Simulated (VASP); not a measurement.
Wanted: the native input for a VASP 6.6.1 run.

```yaml
Task: single point
Functional: PBEsol
Potentials_or_basis: VASP PAW PBE potentials, release 64 (Li_sv, Cl)
Cutoff: 520 eV
k_mesh: 10 × 10 × 10
Occupations: gaussian, width 0.05 eV
Spin: no spin polarisation
Dipole_correction: no
Further_INCAR_settings: ALGO = Normal; EDIFF = 1e-06; NBANDS = 12
```

The structure of LiCl lies in POSCAR:

```
LiCl
1.0
    0.0000000000      2.5654731279      2.5654731279
    2.5654731279      0.0000000000      2.5654731279
    2.5654731279      2.5654731279      0.0000000000
Li Cl
1 1
Direct
    0.0000000000      0.0000000000      0.0000000000
    0.5000000000      0.5000000000      0.5000000000
```

One way to write it, as run:

INCAR

```
SYSTEM = LiCl
  ALGO = Normal
  EDIFF = 1E-6
  ENCUT = 520
  GGA = PS
  ISIF = 2
  ISMEAR = 0
  LASPH = .True.
  LCHARG = .False.
  LREAL = .False.
  LWAVE = .False.
  NBANDS = 12
  NELM = 80
  PREC = Accurate
  SIGMA = 0.05
```

KPOINTS

```
k-points
0
Gamma
  10 10 10
  0 0 0
```

Potentials or basis: VASP PAW PBE potentials, release 64 (Li_sv, Cl).

Run with:

```sh
$ cat potpaw_PBE.64/Li_sv/POTCAR potpaw_PBE.64/Cl/POTCAR > POTCAR
$ mpirun -np 1 vasp_std > vasp.out
```

It gave:

```json
{
  "Band gap on the k mesh": "6.13 eV"
}
```

It took 10 s on 1 thread of AMD EPYC 9R45 96-Core Processor (Zen 5), on a shared host, peak memory 0.12 GiB.
